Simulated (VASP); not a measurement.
## ZnSe: single point with PBE

Crystal: ZnSe.

```xyz
2
Lattice="0.0000 2.6588 2.6588 2.6588 0.0000 2.6588 2.6588 2.6588 0.0000" Properties=species:S:1:pos:R:3 pbc="T T T"
Zn    0.0000    0.0000    0.0000
Se    2.6588    2.6588    2.6588
```

```
Program             : VASP 6.6.1
Task                : single point
Functional          : PBE
Potentials or basis : VASP PAW PBE potentials, release 64 (Zn, Se)
Cutoff              : 520 eV
k mesh              : 6 × 6 × 6
Occupations         : fermi-dirac, width 0.02 eV
Spin                : no spin polarisation
```

The pressure is 2.5 GPa and the band gap on the k mesh is zero (band 9 reaches 3.44 eV, above the bottom of band 10 at 2.34 eV).

Levels at points of the mesh, in eV from the Fermi level:
| k point | band 6 | band 7 | band 8 | band 9 | band 10 | band 11 | band 12 | band 13 |
| --- | --- | --- | --- | --- | --- | --- | --- | --- |
| (0.00, 0.00, 0.00) | -6.73 | -0.55 | -0.55 | -0.55 | 0.79 | 8.51 | 8.51 | 8.51 |
| (0.50, 0.00, 0.00) | -6.61 | -5.80 | -0.18 | -0.18 | 3.22 | 4.88 | 4.88 | 6.31 |
| (0.50, 0.50, 0.00) | -6.25 | -5.25 | -2.58 | -2.58 | -1.12 | 4.85 | 11.34 | 11.34 |

Wall time 9.9 s on 1 thread of Intel(R) Xeon(R) Platinum 8488C (Sapphire Rapids), on a shared host, peak memory 0.16 GiB.
